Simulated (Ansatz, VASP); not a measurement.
# NaCl in VASP and in Ansatz

```xyz
2
Lattice="0.0000 2.7185 2.7185 2.7185 0.0000 2.7185 2.7185 2.7185 0.0000" Properties=species:S:1:pos:R:3 pbc="T T T"
Na    0.0000    0.0000    0.0000
Cl    2.7185    2.7185    2.7185
```

Change from the starting cell: strain -0.040 along x and y, -0.040 along z, atoms carried along.

Alike in both runs: task single point; functional PBE; k mesh 8 × 8 × 8; occupations gaussian, width 0.05 eV; no spin polarisation.

|  | VASP | Ansatz |
| --- | --- | --- |
| version | VASP 6.6.1 | Ansatz 0.2.0 |
| potentials or method | VASP PAW PBE potentials, release 64 (Na_pv, Cl), cutoff 520 eV | scalar-relativistic, plane waves, PAW |
| valence electrons in the cell | 14 | 16 |

VASP gave:

* gap on the k mesh at the Fermi level (eV): 5.57
* least direct gap on the mesh (eV): 5.57
* pressure (GPa): 4.5

Problem. Which values does Ansatz return?

Solution. gap on the k mesh at the Fermi level (eV): 5.57; least direct gap on the mesh (eV): 5.57; pressure (GPa): 4.6.

The functional is the same, so the differences come from potentials, cutoffs and numerics. VASP's potentials hold 14 valence electrons a cell and Ansatz's 16, so a difference there can come from the potentials and not from the codes.
